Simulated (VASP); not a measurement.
# ZnS (P6_3mc) in VASP: a series of runs

ZnS is run at these levels: r2SCAN; tasks: single point.

Everything below comes from runs of VASP 6.6.1. Logs are shortened: lines on timing, memory, paths and dates and some standing lists are left out, and cuts for length are marked.

## (1) The cell of the first run

The structure is hexagonal, space group P6_3mc (No. 186). Conventional cell: a = 4.111 Å, b = 4.111 Å, c = 6.496 Å, α = 90.00°, β = 90.00°, γ = 120.00°. Zn (site symmetry 3m) has 4 S at 2.43 to 2.51 Å within 3.2 Å. S (site symmetry 3m) has 4 Zn at 2.43 to 2.51 Å within 3.2 Å.

## (2) Single point, r2SCAN (strain +0.080 along x and y, +0.040 along z)

Input file POSCAR:

```
ZnS
1.0
    4.1112594871      0.0000000000      0.0000000000
   -2.0556297435      3.5604551574      0.0000000000
    0.0000000000      0.0000000000      6.4955645582
Zn S
2 2
Direct
    0.3333333333      0.6666666667      0.0053880710
    0.6666666667      0.3333333333      0.5053880710
    0.3333333333      0.6666666667      0.3796119290
    0.6666666667      0.3333333333      0.8796119290
```

Input file INCAR.step1:

```
ALGO = Normal
EDIFF = 1E-4
ENCUT = 520
GGA = PE
ISMEAR = 0
LASPH = True
LCHARG = False
LREAL = False
LWAVE = True
NBANDS = 26
NELM = 60
PREC = Accurate
SIGMA = 0.05
```

Input file INCAR.step2:

```
ALGO = Normal
EDIFF = 1E-6
ENCUT = 520
ISIF = 2
ISMEAR = 0
ISTART = 1
LASPH = True
LCHARG = False
LMIXTAU = True
LREAL = False
LWAVE = False
METAGGA = R2SCAN
NBANDS = 26
NELM = 60
PREC = Accurate
SIGMA = 0.05
```

Input file KPOINTS:

```
k-points
0
Gamma
  6 6 4
```

Potentials or basis: VASP PAW PBE potentials, release 64 (Zn, S).

Launch:

```
$ cat potpaw_PBE.64/Zn/POTCAR potpaw_PBE.64/S/POTCAR > POTCAR
$ cp INCAR.step1 INCAR
$ mpirun -np 1 vasp_std > vasp.out
$ cp INCAR.step2 INCAR
$ mpirun -np 1 vasp_std > vasp.out
```

OUTCAR:

```text
EDIFF = 1E-6
   ENCUT = 520
   ISIF = 2
   ISMEAR = 0
   ISTART = 1
   LASPH = True
   LREAL = False
   METAGGA = R2SCAN
   NELM = 60
   PREC = Accurate

 ion  position               nearest neighbor table
   1  0.333  0.667  0.005-   3 2.43   4 2.51   4 2.51   4 2.51
   2  0.667  0.333  0.505-   4 2.43   3 2.51   3 2.51   3 2.51
   3  0.333  0.667  0.380-   1 2.43   2 2.51   2 2.51   2 2.51
   4  0.667  0.333  0.880-   2 2.43   1 2.51   1 2.51   1 2.51

  LATTYP: Found a hexagonal cell.
 ALAT       =     4.1112594871
 C/A-ratio  =     1.5799451673

  Lattice vectors:

 A1 = (   4.1112594871,   0.0000000000,   0.0000000000)
 A2 = (  -2.0556297435,   3.5604551574,   0.0000000000)
 A3 = (   0.0000000000,   0.0000000000,   6.4955645582)

Analysis of symmetry for initial positions (statically):
=====================================================================
 Subroutine PRICEL returns:
 Original cell was already a primitive cell.

 Routine SETGRP: Setting up the symmetry group for a
 hexagonal supercell.

 Subroutine GETGRP returns: Found 12 space group operations
 (whereof  6 operations were pure point group operations)
 out of a pool of 24 trial point group operations.

The static configuration has the point symmetry C_3v.
 The point group associated with its full space group is C_6v.

Analysis of symmetry for dynamics (positions and initial velocities):
=====================================================================
 Subroutine PRICEL returns:
 Original cell was already a primitive cell.

 Routine SETGRP: Setting up the symmetry group for a
 hexagonal supercell.

 Subroutine GETGRP returns: Found 12 space group operations
 (whereof  6 operations were pure point group operations)
 out of a pool of 24 trial point group operations.

The dynamic configuration has the point symmetry C_3v.
 The point group associated with its full space group is C_6v.

 Subroutine INISYM returns: Found 12 space group operations
 (whereof  6 operations are pure point group operations),
 and found     1 'primitive' translations

----------------------------------------------------------------------------------------

                                     Primitive cell

  volume of cell :      95.0818

  direct lattice vectors                    reciprocal lattice vectors
     4.111259487  0.000000000  0.000000000     0.243234465  0.140431484  0.000000000
    -2.055629743  3.560455157  0.000000000     0.000000000  0.280862967  0.000000000
     0.000000000  0.000000000  6.495564558     0.000000000  0.000000000  0.153951206

  length of vectors
     4.111259487  4.111259487  6.495564558     0.280862967  0.280862967  0.153951206

  position of ions in fractional coordinates (direct lattice)
     0.333333333  0.666666667  0.005388071
     0.666666667  0.333333333  0.505388071
     0.333333333  0.666666667  0.379611929
     0.666666667  0.333333333  0.879611929

  ion indices of the primitive-cell ions
   primitive index   ion index
                 1           1
                 2           2
                 3           3
                 4           4

----------------------------------------------------------------------------------------

 KPOINTS: k-points

Automatic generation of k-mesh.
 Grid dimensions read from file:
 generate k-points for:    6    6    4

 Generating k-lattice:

  Cartesian coordinates                     Fractional coordinates (reciprocal lattice)
     0.040539077  0.023405247  0.000000000     0.166666667  0.000000000  0.000000000
     0.000000000  0.046810495  0.000000000     0.000000000  0.166666667  0.000000000
     0.000000000  0.000000000  0.038487802     0.000000000  0.000000000  0.250000000

  Length of vectors
     0.046810495  0.046810495  0.038487802

  Shift w.r.t. Gamma in fractional coordinates (k-lattice)
     0.000000000  0.000000000  0.000000000

 Subroutine IBZKPT returns following result:
 ===========================================

 Found     21 irreducible k-points:

 Following reciprocal coordinates:
            Coordinates               Weight
  0.000000  0.000000  0.000000      1.000000
  0.166667 -0.000000  0.000000      6.000000
  0.333333  0.000000  0.000000      6.000000
  0.500000  0.000000  0.000000      3.000000
  0.166667  0.166667  0.000000      6.000000
  0.333333  0.166667  0.000000     12.000000
[... 13 lines left out ...]
  0.333333  0.166667  0.500000     12.000000
  0.333333  0.333333  0.500000      2.000000
   k-points           NKPTS =     21   k-points in BZ     NKDIM =     21   number of bands    NBANDS=     26
   number of dos      NEDOS =    301   number of ions     NIONS =      4
   total plane-waves  NPLWV =  49152
   dimension x,y,z NGX =    32 NGY =   32 NGZ =   48
   dimension x,y,z NGXF=    64 NGYF=   64 NGZF=   96
   ions per type =               2   2
   NGX,Y,Z   is equivalent  to a cutoff of  12.94, 12.94, 12.29 a.u.
   NGXF,Y,Z  is equivalent  to a cutoff of  25.88, 25.88, 24.57 a.u.
 SYSTEM =  unknown system
   PREC   = accura    normal or accurate (medium, high low for compatibility)
   ISTART =      1    job   : 0-new  1-cont  2-samecut
   ICHARG =      0    charge: 1-file 2-atom 10-const
   ISPIN  =      1    spin polarized calculation?
   LNONCOLLINEAR =      F non collinear calculations
   LSORBIT =      F    spin-orbit coupling
   LASPH  =      T    aspherical Exc in radial PAW
   ENCUT  =  520.0 eV  38.22 Ry    6.18 a.u.   7.64  7.64 12.08*2*pi/ulx,y,z
   NELM   =     60;   NELMIN=  2; NELMDL=  0     # of ELM steps
   EDIFF  = 0.1E-05   stopping-criterion for ELM
   LREAL  =      F    real-space projection
   EDIFFG = 0.1E-04   stopping-criterion for IOM
   NSW    =      0    number of steps for IOM
   IBRION =     -1    ionic relax: 0-MD 1-quasi-New 2-CG
   NFREE  =      0    steps in history (QN), initial steepest desc. (CG)
   ISIF   =      2    stress and relaxation
   ISYM   =      2    0-nonsym 1-usesym 2-fastsym
   POTIM  = 0.5000    time-step for ionic-motion
   TEBEG  =    0.0;   TEEND  =   0.0 temperature during run
   PSTRESS=    0.0 pullay stress
   NELECT =      36.0000    total number of electrons
   NUPDOWN=      -1.0000    fix difference up-down
   EMIN   =  10.00;   EMAX   =-10.00  energy-range for DOS
   EFERMI =   0.00;   METHOD = LEGACY
   ISMEAR =     0;   SIGMA  =   0.05  broadening in eV -4-tet -1-fermi 0-gaus
   EFERMI_NEDOS =   21; number of points for ismear=-14 and -15
   IALGO  =     38    algorithm
   IMIX   =      4    mixing-type and parameters
     AMIX     =   0.40;   BMIX     =  1.00
     AMIX_MAG =   1.60;   BMIX_MAG =  1.00
  volume/ion in A,a.u.               =      23.77       160.41
  Fermi-wavevector in a.u.,A,eV,Ry     =   1.184340  2.238079 19.084379  1.402662
  Thomas-Fermi vector in A             =   2.320557
   LORBIT       =      0    0 simple, 1 ext, 2 COOP (PROOUT), +10 PAW based schemes
   METAGGA = R2SCAN    functional components
   LHFCALC =     F    Hartree Fock is set to
   AEXX    =    0.0000 exact exchange contribution
   IVDW    =     0    specifies the selected vdW correction
   LEPSILON=     F    determine dielectric tensor
   LRPA    =     F    only Hartree local field effects (RPA)
 non-spin polarized calculation
 Gauss-broadening in eV      SIGMA  =   0.05
  energy-cutoff  :      520.00
  volume of cell :       95.08
 maximum number of plane-waves:      2604
 NGX is ok and might be reduce to    32
   NGX = 15   NGY = 15   NGZ = 25

 number of electron      35.9999991 magnetization

 Free energy of the ion-electron system (eV)
  ---------------------------------------------------
  ext. energy  EPLUGINS =         0.00000000
  ---------------------------------------------------
  free energy    TOTEN  =       -37.08455797 eV

  energy without entropy =      -37.08455797  energy(sigma->0) =      -37.08455797

 E-fermi :   0.4845     XC(G=0):  -9.3662

 val. band max:        0.2769463487   @ k =   0.0000   0.0000   0.0000
 cond. band min:       2.2092149583   @ k =   0.0000   0.0000   0.0000
 fundamental gap:      1.9322686095
 Fermi energy:         0.4844869396

 k-point     1 :       0.0000    0.0000    0.0000
  band No.  band energies     occupation
      1     -12.2487      2.00000
      2     -11.5448      2.00000
      3      -5.6946      2.00000
      4      -5.6611      2.00000
      5      -5.6611      2.00000
      6      -5.5943      2.00000
[... 18 lines left out ...]
     25       8.3272      0.00000
     26       9.3716      0.00000

 k-point     2 :       0.1667   -0.0000    0.0000
  band No.  band energies     occupation
      1     -12.1239      2.00000
      2     -11.4897      2.00000
      3      -5.6746      2.00000
      4      -5.6430      2.00000
      5      -5.6401      2.00000
      6      -5.5733      2.00000
[... 18 lines left out ...]
     25       8.7651      0.00000
     26       8.9770      0.00000

 k-point     3 :       0.3333    0.0000    0.0000
  band No.  band energies     occupation
      1     -11.8309      2.00000
      2     -11.4011      2.00000
      3      -5.6421      2.00000
      4      -5.6065      2.00000
      5      -5.5713      2.00000
      6      -5.4959      2.00000
[... 18 lines left out ...]
     25       9.3572      0.00000
     26       9.7748      0.00000

 k-point     4 :       0.5000    0.0000    0.0000
  band No.  band energies     occupation
      1     -11.6339      2.00000
      2     -11.3951      2.00000
      3      -5.6331      2.00000
      4      -5.5948      2.00000
      5      -5.4892      2.00000
      6      -5.4838      2.00000
[... 18 lines left out ...]
     25       9.4511      0.00000
     26      11.3068      0.00000
[... 409 lines left out ...]
      1     -11.6713      2.00000
      2     -11.6713      2.00000
      3      -5.6113      2.00000
      4      -5.6113      2.00000
      5      -5.5698      2.00000
      6      -5.5698      2.00000
[... 18 lines left out ...]
     25       8.8378      0.00000
     26       8.8378      0.00000

 k-point    20 :       0.3333    0.1667    0.5000
  band No.  band energies     occupation
      1     -11.5099      2.00000
      2     -11.5099      2.00000
      3      -5.6013      2.00000
      4      -5.6013      2.00000
      5      -5.5336      2.00000
      6      -5.5336      2.00000
[... 18 lines left out ...]
     25       9.3584      0.00000
     26       9.3584      0.00000

 k-point    21 :       0.3333    0.3333    0.5000
  band No.  band energies     occupation
      1     -11.4552      2.00000
      2     -11.4552      2.00000
      3      -5.5816      2.00000
      4      -5.5816      2.00000
      5      -5.5336      2.00000
      6      -5.5336      2.00000
[... 18 lines left out ...]
     25      10.2366      0.00000
     26      10.2366      0.00000

------------------------ aborting loop because EDIFF is reached ----------------------------------------

  FORCE on cell =-STRESS in cart. coord.  units (eV):
  Direction    XX          YY          ZZ          XY          YZ          ZX
  --------------------------------------------------------------------------------------
  -------------------------------------------------------------------------------------
  Total       -6.3433220     -6.3433220     -4.8626181     -0.0000000      0.0000000      0.0000000
  in kB     -106.8882642   -106.8882642    -81.9376356     -0.0000000      0.0000000      0.0000000
  external PRESSURE =     -98.5713880 kB  Pullay stress =       0.0000000 kB

 VOLUME and BASIS-vectors are now :
 -----------------------------------------------------------------------------
  energy-cutoff  :      520.00
  volume of cell :       95.08
      direct lattice vectors                 reciprocal lattice vectors
     4.111259487  0.000000000  0.000000000     0.243234465  0.140431484  0.000000000
    -2.055629743  3.560455157  0.000000000     0.000000000  0.280862967  0.000000000
     0.000000000  0.000000000  6.495564558     0.000000000  0.000000000  0.153951206

 POSITION                                       TOTAL-FORCE (eV/Angst)
 -----------------------------------------------------------------------------------
     -0.00000      2.37364      0.03500        -0.000000     -0.000000     -0.061533
      2.05563      1.18682      3.28278        -0.000000      0.000000     -0.061533
     -0.00000      2.37364      2.46579        -0.000000     -0.000000      0.061533
      2.05563      1.18682      5.71358         0.000000     -0.000000      0.061533
 -----------------------------------------------------------------------------------
    total drift:                               -0.000000     -0.000000     -0.004062

  FREE ENERGIE OF THE ION-ELECTRON SYSTEM (eV)
  ---------------------------------------------------
  free  energy   TOTEN  =       -37.0845579717 eV

  energy  without entropy=      -37.0845579717  energy(sigma->0) =      -37.08455797
```

It took 76 s on 1 thread of Intel Xeon 6975P-C (Granite Rapids), shared host; peak memory 0.24 GiB.

Results:

```yaml
Free_energy: -37.0846 eV
Pressure: -9.9 GPa
Largest_force: 0.062 eV/Å
Band_gap_on_the_k_mesh: 1.93 eV
```

Forces on the atoms (eV/Å):
```
Zn   0.000  0.000 -0.062
Zn   0.000  0.000 -0.062
S    0.000  0.000  0.062
S    0.000  0.000  0.062
```

Stress tensor (GPa, compression positive):
```
-10.69   0.00   0.00
  0.00 -10.69   0.00
  0.00   0.00  -8.19
```

Caveat: the cell differs from its parent crystal (strain +0.080 along x and y, +0.040 along z); the cell stands under tension; the PAW data sets were made with another functional, which shifts forces and pressure a little.

## (3) Single point, r2SCAN (strain +0.080 along x and y, +0.080 along z)

Changes to POSCAR since step 2:

```diff
@@ -4,3 +4,3 @@
    -2.0556297435      3.5604551574      0.0000000000
-    0.0000000000      0.0000000000      6.4955645582
+    0.0000000000      0.0000000000      6.7453939643
 Zn S
```

Input file INCAR.step1:

```
PREC     = Accurate       # precision mode
ENCUT    = 520            # plane-wave cutoff, eV
ISMEAR   = 0              # smearing method
SIGMA    = 0.05           # smearing width, eV
LREAL    = F              # projectors in reciprocal space
LASPH    = T              # aspherical terms in the spheres
NELM     = 100            # most SCF steps
NBANDS   = 26             # bands
GGA      = PE             # functional
ALGO     = Normal         # electronic algorithm
EDIFF    = 1E-4           # SCF threshold, eV
LWAVE    = T              # write WAVECAR
LCHARG   = F              # write CHGCAR
```

Input file INCAR.step2:

```
PREC     = Accurate       # precision mode
ENCUT    = 520            # plane-wave cutoff, eV
EDIFF    = 1E-6           # SCF threshold, eV
ISMEAR   = 0              # smearing method
SIGMA    = 0.05           # smearing width, eV
LREAL    = F              # projectors in reciprocal space
LASPH    = T              # aspherical terms in the spheres
NELM     = 100            # most SCF steps
ALGO     = Normal         # electronic algorithm
ISIF     = 2              # what is computed and relaxed
LWAVE    = F              # write WAVECAR
LCHARG   = F              # write CHGCAR
METAGGA  = R2SCAN         # meta-GGA
LMIXTAU  = T            
NBANDS   = 26             # bands
ISTART   = 1
```

Input file KPOINTS:

```
regular mesh
0
Gamma
  6 6 4
```

Potentials or basis: VASP PAW PBE potentials, release 64 (Zn, S).

Launch:

```
$ cat potpaw_PBE.64/Zn/POTCAR potpaw_PBE.64/S/POTCAR > POTCAR
$ cp INCAR.step1 INCAR
$ mpirun -np 1 vasp_std > vasp.out
$ cp INCAR.step2 INCAR
$ mpirun -np 1 vasp_std > vasp.out
```

It took 77 s on 1 thread of Intel Xeon 6975P-C (Granite Rapids), shared host; peak memory 0.24 GiB.

Results (log left out):

| Quantity | Value |
| --- | --- |
| Free energy | -36.8620 eV |
| Pressure | -11.0 GPa |
| Largest force | 0.031 eV/Å |
| Band gap on the k mesh | 1.74 eV |

Forces on the atoms (eV/Å):
```
Zn   0.000  0.000 -0.031
Zn   0.000  0.000 -0.031
S    0.000  0.000  0.031
S    0.000  0.000  0.031
```

Stress tensor (GPa, compression positive):
```
-10.92   0.00   0.00
  0.00 -10.92   0.00
  0.00   0.00 -11.18
```

Levels at points of the mesh, in eV from the valence-band top:
```
           k point  band 14  band 15  band 16  band 17  band 18  band 19  band 20  band 21  band 22  band 23
(0.00, 0.00, 0.00)    -0.62    -0.62    -0.06     0.00     0.00     1.74     3.13     6.85     6.85     7.09
(0.50, 0.00, 0.00)    -3.31    -2.36    -1.56    -1.15    -0.61     4.04     4.05     5.55     6.96     7.39
(0.00, 0.00, 0.50)    -2.39    -0.32    -0.32    -0.32    -0.32     3.30     3.30     6.78     6.78     7.25
(0.50, 0.00, 0.50)    -3.88    -1.17    -1.17    -1.12    -1.12     3.73     3.73     5.67     5.67     8.78
```

Caveat: the cell differs from its parent crystal (strain +0.080 along x and y, +0.080 along z); the cell stands under tension; the PAW data sets were made with another functional, which shifts forces and pressure a little.

## (4) Single point, r2SCAN (strain -0.080 along x and y, -0.080 along z)

Input file POSCAR:

```
ZnS
1.0
    3.5021840075      0.0000000000      0.0000000000
   -1.7510920037      3.0329803192      0.0000000000
    0.0000000000      0.0000000000      5.7460763399
Zn S
2 2
Direct
    0.3333333333      0.6666666667      0.0053880710
    0.6666666667      0.3333333333      0.5053880710
    0.3333333333      0.6666666667      0.3796119290
    0.6666666667      0.3333333333      0.8796119290
```

Input file INCAR.step1:

```
SYSTEM = ZnS
  ALGO = Normal
  EDIFF = 1E-4
  ENCUT = 520
  GGA = PE
  ISMEAR = 0
  LASPH = .TRUE.
  LCHARG = .FALSE.
  LREAL = .FALSE.
  LWAVE = .TRUE.
  NBANDS = 26
  NELM = 80
  PREC = Accurate
  SIGMA = 0.05
```

Input file INCAR.step2:

```
SYSTEM = ZnS
  ALGO = Normal
  EDIFF = 1E-7
  ENCUT = 520
  ISIF = 2
  ISMEAR = 0
  ISTART = 1
  LASPH = .TRUE.
  LCHARG = .FALSE.
  LMIXTAU = .TRUE.
  LREAL = .FALSE.
  LWAVE = .FALSE.
  METAGGA = R2SCAN
  NBANDS = 26
  NELM = 80
  PREC = Accurate
  SIGMA = 0.05
```

Input file KPOINTS:

```
k-points
0
G
  6 6 4
  0 0 0
```

Launch:

```
$ cat potpaw_PBE.64/Zn/POTCAR potpaw_PBE.64/S/POTCAR > POTCAR
$ cp INCAR.step1 INCAR
$ mpirun -np 1 vasp_std > vasp.out
$ cp INCAR.step2 INCAR
$ mpirun -np 1 vasp_std > vasp.out
```

Wall time 3.8 min (1 thread of Intel Xeon 8259CL, shared host); peak memory 0.21 GiB.

It converged, with:

| Property | Result |
| --- | --- |
| Free energy | -36.2536 eV |
| Pressure | 34.0 GPa |
| Largest force | 0.092 eV/Å |
| Band gap on the k mesh | 3.58 eV (least direct gap 4.00 eV) |

Forces in eV/Å, atoms in the order of the input:
```
Zn   0.000  0.000  0.092
Zn   0.000  0.000  0.092
S    0.000  0.000 -0.092
S    0.000  0.000 -0.092
```

Stress tensor (GPa, compression positive):
```
33.72  0.00  0.00
 0.00 33.72  0.00
 0.00  0.00 34.49
```

Levels at points of the mesh, in eV from the valence-band top:
```
           k point  band 15  band 16  band 17  band 18  band 19  band 20  band 21  band 22
(0.00, 0.00, 0.00)    -1.37    -0.13     0.00     0.00     4.00     4.06     6.43     6.43
(0.50, 0.00, 0.00)    -4.72    -3.41    -2.61    -1.36     3.60     5.13     5.28     7.03
(0.00, 0.00, 0.50)    -0.73    -0.73    -0.73    -0.73     4.69     4.69     6.95     6.95
(0.50, 0.00, 0.50)    -2.47    -2.47    -2.41    -2.41     3.81     3.81     5.32     5.32
```

Caveat: the cell differs from its parent crystal (strain -0.080 along x and y, -0.080 along z); the cell stands under pressure; the PAW data sets were made with another functional, which shifts forces and pressure a little.

## (5) Summary

| cell | gap on the mesh (eV) | pressure (GPa) | largest force (eV/Å) |
| --- | --- | --- | --- |
| a = 4.111, b = 4.111, c = 6.496 Å, angles 90.0, 90.0, 120.0°, 4 atoms | 1.93 | -9.9 | 0.06 |
| a = 4.111, b = 4.111, c = 6.745 Å, angles 90.0, 90.0, 120.0°, 4 atoms | 1.74 | -11.0 | 0.03 |
| a = 3.502, b = 3.502, c = 5.746 Å, angles 90.0, 90.0, 120.0°, 4 atoms | 3.58 | 34.0 | 0.09 |

Alike in all rows: task single point; level r2SCAN; potentials or basis VASP PAW PBE potentials, release 64 (Zn, S); no spin polarisation; k mesh 6 × 6 × 4; cutoff (eV) 520; smearing gaussian 0.05 eV.

Caveats: the PAW data sets were made with another functional, which shifts forces and pressure a little; the cell stands under tension (at least some runs); the cell stands under pressure (at least some runs).

Total energies depend on the potentials used, so only differences within one code and one set of settings carry meaning.
